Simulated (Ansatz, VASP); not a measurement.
One calculation of SiGe, two programs

```xyz
4
Lattice="3.8415 0.0000 0.0000 -1.9207 3.3268 0.0000 0.0000 0.0000 6.6641" Properties=species:S:1:pos:R:3 pbc="T T T"
Si    1.9207    1.1089    5.8284
Si    0.0000    2.2179    2.4964
Ge    1.9207    1.1089    3.3346
Ge    0.0000    2.2179    0.0026
```

Alike in both runs: task single point; functional r2SCAN; k mesh 12 × 12 × 6; occupations gaussian, width 0.05 eV; no spin polarisation.

|  | VASP | Ansatz |
| --- | --- | --- |
| version | VASP 6.6.1 | Ansatz 0.2.0 |
| potentials or method | VASP PAW PBE potentials, release 64 (Si, Ge_d), cutoff 520 eV | scalar-relativistic, plane waves, PAW |
| valence electrons in the cell | 36 | 36 |

|  | VASP | Ansatz | Ansatz less VASP |
| --- | --- | --- | --- |
| gap on the k mesh at the Fermi level (eV) | 0.61 | 0.61 | +0.004 |
| least direct gap on the mesh (eV) | 1.19 | 1.20 | +0.013 |
| pressure (GPa) | 0.3 | 0.3 | +0.04 |
| traceless stress, the component that is largest in VASP (GPa) | -6.57 | -6.55 | +0.021 |
| rms of the force components (eV/Å) | 0.236 | 0.234 | -0.0026 |

VASP's potentials were made for PBE, not for r2SCAN. Atom by atom the forces differ by 0.003 eV/Å (rms over components). With one functional, cell and mesh, what is left measures potentials, basis and numerics.
